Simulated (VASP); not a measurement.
Write the native input for VASP 6.6.1 that does the following.

- Task: single point
- Functional: PBE
- Potentials or basis: VASP PAW PBE potentials, release 64 (Li_sv, F)
- Cutoff: 520 eV
- k mesh: 9 × 9 × 6
- Occupations: gaussian, width 0.05 eV
- Spin: no spin polarisation
- Dipole correction: no
- Further INCAR settings: ALGO = Normal; EDIFF = 1e-06; NBANDS = 18

The structure of LiF lies in POSCAR:

```
LiF
1.0
    3.0709606525      0.0000000000      0.0000000000
   -1.5354803262      2.6595299391      0.0000000000
    0.0000000000      0.0000000000      4.6727737288
Li F
2 2
Direct
    0.3333333333      0.6666666667      0.3810713234
    0.6666666667      0.3333333333      0.8810713234
    0.3333333333      0.6666666667      0.9939266766
    0.6666666667      0.3333333333      0.4939266766
```

This cell differs from its parent crystal: volume 9.541 Å^3 an atom, c/a of the conventional cell 1.5216.

These files were run (other wordings do the same):

INCAR

```
PREC = Accurate
ENCUT = 520
EDIFF = 1E-6
ISMEAR = 0
SIGMA = 0.05
LREAL = False
LASPH = True
NELM = 100
ALGO = Normal
ISIF = 2
LWAVE = False
LCHARG = False
GGA = PE
NBANDS = 18
```

KPOINTS

```
Automatic mesh
0
Gamma
  9 9 6
```

Potentials or basis: VASP PAW PBE potentials, release 64 (Li_sv, F).

Launch:

```console
$ cat potpaw_PBE.64/Li_sv/POTCAR potpaw_PBE.64/F/POTCAR > POTCAR
$ mpirun -np 1 vasp_std > vasp.out
```

Results of the run:

```
Largest force          : 0.173 eV/Å
Band gap on the k mesh : 7.99 eV, direct
```

It used 69 s of CPU time on 1 thread of AMD EPYC 7R13 Processor (Zen 3), with other jobs on the host.
